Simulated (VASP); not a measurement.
# LiBr (Fm-3m) in VASP: further runs

The runs below take LiBr through vibrations by perturbation theory, with PBEsol.

All numbers are computed with VASP 6.6.1; they aren't measurements. Logs are shortened: lines on timing, memory, paths and dates and some standing lists are left out, and cuts for length are marked.

## 1. The cell of the first run

It takes space group Fm-3m (No. 225, cubic). The conventional cell has a = 5.116 Å, b = 5.116 Å, c = 5.116 Å, α = 90.00°, β = 90.00°, γ = 90.00°. Within 3.4 Å of Li (site symmetry m-3m) lie 6 Br at 2.56 Å. Br (site symmetry m-3m) has 6 Li at 2.56 Å within 3.4 Å.

## 2. Vibrations by perturbation theory, PBEsol

File INCAR:

```
SYSTEM = LiBr
PREC     = Accurate       ! precision mode
ENCUT    = 750            ! plane-wave cutoff, eV
EDIFF    = 1E-8           ! SCF threshold, eV
ISMEAR   = 0              ! smearing method
SIGMA    = 0.01           ! smearing width, eV
LREAL    = .FALSE.        ! projectors in reciprocal space
LASPH    = .TRUE.         ! aspherical terms in the spheres
NELM     = 120            ! most SCF steps
ALGO     = Normal         ! electronic algorithm
ISIF     = 2              ! what is computed and relaxed
LWAVE    = .FALSE.        ! write WAVECAR
LCHARG   = .FALSE.        ! write CHGCAR
GGA      = PS             ! functional
NBANDS   = 12             ! bands
IBRION   = 8              ! ionic algorithm
NSW      = 1              ! ionic steps
GGA_COMPAT= .FALSE.
```

File KPOINTS:

```
Automatic mesh
0
G
  8 8 8
  0 0 0
```

File POSCAR:

```
LiBr
1.0
    2.5581673004      2.5581673004      0.0000000000
   -2.5581673004      2.5581673004      0.0000000000
    0.0000000000      2.5581673004      2.5581673004
Li Br
1 1
Direct
    0.0000000000      0.0000000000      0.0000000000
    0.5000000000      0.5000000000      0.0000000000
```

Potentials or basis: VASP PAW PBE potentials, release 64 (Li_sv, Br).

Started as:

```bash
$ cat potpaw_PBE.64/Li_sv/POTCAR potpaw_PBE.64/Br/POTCAR > POTCAR
$ mpirun -np 1 vasp_std > vasp.out
```

OUTCAR:

```text
SYSTEM = LiBr
   PREC = Accurate
   ENCUT = 750
   EDIFF = 1E-8
   ISMEAR = 0
   LREAL = .FALSE.
   LASPH = .TRUE.
   NELM = 120
   ISIF = 2
   GGA = PS
   IBRION = 8
   NSW = 1

 ion  position               nearest neighbor table
   1  0.000  0.000  0.000-   2 2.56   2 2.56   2 2.56   2 2.56   2 2.56   2 2.56
   2  0.500  0.500  0.000-   1 2.56   1 2.56   1 2.56   1 2.56   1 2.56   1 2.56

  LATTYP: Found a face centered cubic cell.
 ALAT       =     5.1163346008

  Lattice vectors:

 A1 = (   0.0000000000,   2.5581673004,   2.5581673004)
 A2 = (   2.5581673004,   0.0000000000,   2.5581673004)
 A3 = (   2.5581673004,   2.5581673004,   0.0000000000)

Analysis of symmetry for initial positions (statically):
=====================================================================
 Subroutine PRICEL returns:
 Original cell was already a primitive cell.

 Routine SETGRP: Setting up the symmetry group for a
 face centered cubic supercell.

 Subroutine GETGRP returns: Found 48 space group operations
 (whereof 48 operations were pure point group operations)
 out of a pool of 48 trial point group operations.

The static configuration has the point symmetry O_h .

Analysis of symmetry for dynamics (positions and initial velocities):
=====================================================================
 Subroutine PRICEL returns:
 Original cell was already a primitive cell.

 Routine SETGRP: Setting up the symmetry group for a
 face centered cubic supercell.

 Subroutine GETGRP returns: Found 48 space group operations
 (whereof 48 operations were pure point group operations)
 out of a pool of 48 trial point group operations.

The dynamic configuration has the point symmetry O_h .

 Subroutine INISYM returns: Found 48 space group operations
 (whereof 48 operations are pure point group operations),
 and found     1 'primitive' translations

----------------------------------------------------------------------------------------

                                     Primitive cell

  volume of cell :      33.4824

  direct lattice vectors                    reciprocal lattice vectors
     2.558167300  2.558167300  0.000000000     0.195452424  0.195452424 -0.195452424
    -2.558167300  2.558167300  0.000000000    -0.195452424  0.195452424 -0.195452424
     0.000000000  2.558167300  2.558167300     0.000000000  0.000000000  0.390904848

  length of vectors
     3.617794891  3.617794891  3.617794891     0.338533529  0.338533529  0.390904848

  position of ions in fractional coordinates (direct lattice)
     0.000000000  0.000000000  0.000000000
     0.500000000  0.500000000  0.000000000

  ion indices of the primitive-cell ions
   primitive index   ion index
                 1           1
                 2           2

----------------------------------------------------------------------------------------

 KPOINTS: Automatic mesh

Automatic generation of k-mesh.
 Grid dimensions read from file:
 generate k-points for:    8    8    8

 Generating k-lattice:

  Cartesian coordinates                     Fractional coordinates (reciprocal lattice)
     0.024431553  0.024431553 -0.024431553     0.125000000  0.000000000  0.000000000
    -0.024431553  0.024431553 -0.024431553     0.000000000  0.125000000  0.000000000
     0.000000000  0.000000000  0.048863106     0.000000000  0.000000000  0.125000000

  Length of vectors
[... 85 lines left out ...]
   LRPA    =     F    only Hartree local field effects (RPA)
 non-spin polarized calculation
 Gauss-broadening in eV      SIGMA  =   0.01
  energy-cutoff  :      750.00
  volume of cell :       33.48
 maximum number of plane-waves:      1588
   NGX = 17   NGY = 17   NGZ = 17

--------------------------------------- Ionic step        1  -------------------------------------------

 number of electron      10.0000002 magnetization

 Free energy of the ion-electron system (eV)
  ---------------------------------------------------
  ext. energy  EPLUGINS =         0.00000000
  ---------------------------------------------------
  free energy    TOTEN  =        -6.81905174 eV

  energy without entropy =       -6.81905174  energy(sigma->0) =       -6.81905174

 E-fermi :   2.1425     XC(G=0):  -9.5206

 val. band max:        1.9777570047   @ k =   0.0000   0.0000   0.0000
 cond. band min:       7.5126915982   @ k =   0.5000   0.0000   0.0000
 fundamental gap:      5.5349345936
 Fermi energy:         2.1424700197

 k-point     1 :       0.0000    0.0000    0.0000
  band No.  band energies     occupation
      1     -41.5041      2.00000
      2     -12.3804      2.00000
      3       1.9778      2.00000
      4       1.9778      2.00000
      5       1.9778      2.00000
      6       7.8757      0.00000
      7      12.4747      0.00000
      8      12.4747      0.00000
      9      12.4747      0.00000
     10      15.0430      0.00000
     11      15.0430      0.00000
     12      15.0430      0.00000
[... 331 lines left out ...]
 k-point    24 :       0.5000    0.2500    0.1250
  band No.  band energies     occupation
      1     -41.4999      2.00000
      2     -11.4097      2.00000
      3      -1.6709      2.00000
      4      -0.0092      2.00000
      5       1.0690      2.00000
      6       9.1970      0.00000
      7      10.0180      0.00000
      8      11.5901      0.00000
      9      13.8422      0.00000
     10      16.3238      0.00000
     11      17.2348      0.00000
     12      19.9032      0.00000

 [... further k-points ...]

------------------------ aborting loop because EDIFF is reached ----------------------------------------

  FORCE on cell =-STRESS in cart. coord.  units (eV):
  Direction    XX          YY          ZZ          XY          YZ          ZX
  --------------------------------------------------------------------------------------
  -------------------------------------------------------------------------------------
  Total        1.4621973      1.4621973      1.4621973      0.0000000      0.0000000     -0.0000000
  in kB       69.9680442     69.9680442     69.9680442      0.0000000      0.0000000     -0.0000000
  external PRESSURE =      69.9680442 kB  Pullay stress =       0.0000000 kB

 VOLUME and BASIS-vectors are now :
 -----------------------------------------------------------------------------
  energy-cutoff  :      750.00
  volume of cell :       33.48
      direct lattice vectors                 reciprocal lattice vectors
     2.558167300  2.558167300  0.000000000     0.195452424  0.195452424 -0.195452424
    -2.558167300  2.558167300  0.000000000    -0.195452424  0.195452424 -0.195452424
     0.000000000  2.558167300  2.558167300     0.000000000  0.000000000  0.390904848

 POSITION                                       TOTAL-FORCE (eV/Angst)
 -----------------------------------------------------------------------------------
      0.00000      0.00000      0.00000         0.000000     -0.000000      0.000000
      0.00000      2.55817      0.00000        -0.000000      0.000000      0.000000
 -----------------------------------------------------------------------------------
    total drift:                                0.000000     -0.000000     -0.000000

  FREE ENERGIE OF THE ION-ELECTRON SYSTEM (eV)
  ---------------------------------------------------
  free  energy   TOTEN  =        -6.8190517366 eV

  energy  without entropy=       -6.8190517366  energy(sigma->0) =       -6.81905174

[... ionic steps 2 to 3 ...]

--------------------------------------- Ionic step        4  -------------------------------------------

------------------------ aborting loop because EDIFF is reached ----------------------------------------

[... ionic steps 5 to 6 ...]

--------------------------------------- Ionic step        7  -------------------------------------------

 Free energy of the ion-electron system (eV)
  ---------------------------------------------------
  ---------------------------------------------------
  free energy    TOTEN  =        -0.13418268 eV

  energy without entropy =       -0.13418268

------------------------ aborting loop because EDIFF is reached ----------------------------------------

 INTERNAL STRAIN TENSOR  FOR ION    2  DIRECTION 1   (eV/Angst):
 -----------------------------------------------------------------------------
     0.00119  0.00000  0.00000
     0.00000 -0.01284  0.00000
     0.00000  0.00000 -0.01284

 INTERNAL STRAIN TENSOR FOR ION    2 for displacements in x,y,z  (eV/Angst):
          X           Y           Z          XY          YZ          ZX
  --------------------------------------------------------------------------------
  x     0.00000     0.00000     0.00000     0.00000     0.00000     0.00000
  y     0.00000     0.00000     0.00000     0.00000     0.00000     0.00000
  z     0.00000     0.00000     0.00000     0.00000     0.00000     0.00000

 SECOND DERIVATIVES (NOT SYMMETRIZED)
 ------------------------------------
               1X          1Y          1Z          2X          2Y          2Z
  1X    -1.867925    0.000000   -0.000000    1.867925   -0.000000    0.000000
  1Y    -0.000000   -1.867925    0.000000    0.000000    1.867925   -0.000000
  1Z    -0.000000    0.000000   -1.867925    0.000000   -0.000000    1.867925
  2X     1.868070    0.000000   -0.000000   -1.868070   -0.000000    0.000000
  2Y    -0.000000    1.868070    0.000000    0.000000   -1.868070   -0.000000
  2Z     0.000000    0.000000    1.868070   -0.000000   -0.000000   -1.868070

 Eigenvectors and eigenvalues of the dynamical matrix
 ----------------------------------------------------

   1 f  =    8.416536 THz    52.882653 2PiTHz  280.745407 cm-1    34.807979 meV
             X         Y         Z           dx          dy          dz
      0.000000  0.000000  0.000000     0.958822    0.000000    0.000000
      0.000000  2.558167  0.000000    -0.284007   -0.000000    0.000000
[... 21 lines left out ...]
   6 f/i=    0.000089 THz     0.000562 2PiTHz    0.002985 cm-1     0.000370 meV
             X         Y         Z           dx          dy          dz
      0.000000  0.000000  0.000000     0.281524    0.033710    0.016379
      0.000000  2.558167  0.000000     0.950437    0.113808    0.055297

--------------------------------------------------------------------------------------------------------

 ELASTIC MODULI CONTR FROM IONIC RELAXATION (kBar)
 Direction    XX          YY          ZZ          XY          YZ          ZX
 --------------------------------------------------------------------------------
 XX           0.0000      0.0000      0.0000      0.0000      0.0000      0.0000
 YY           0.0000      0.0000      0.0000      0.0000      0.0000      0.0000
 ZZ           0.0000      0.0000      0.0000      0.0000      0.0000      0.0000
 XY           0.0000      0.0000      0.0000      0.0000      0.0000      0.0000
 YZ           0.0000      0.0000      0.0000      0.0000      0.0000      0.0000
 ZX           0.0000      0.0000      0.0000      0.0000      0.0000      0.0000
 --------------------------------------------------------------------------------
```

It took 85 s on 1 thread of Intel Xeon 6975P-C (Granite Rapids), shared host; peak memory 0.27 GiB.

Results:

```yaml
Highest_phonon_frequency_at_Γ_LO-TO_splitting_left_out: 281 cm⁻¹
```

Phonon frequencies in cm⁻¹ (negative: imaginary):
| q point | frequencies |
| --- | --- |
| (0.000, 0.000, 0.000) | 0 0 0 281 281 281 |

Caveat: the cell stands under pressure or tension, which shifts response properties; the PAW data sets were made with another functional, which shifts forces and pressure a little.

[end of part 1 of 2]
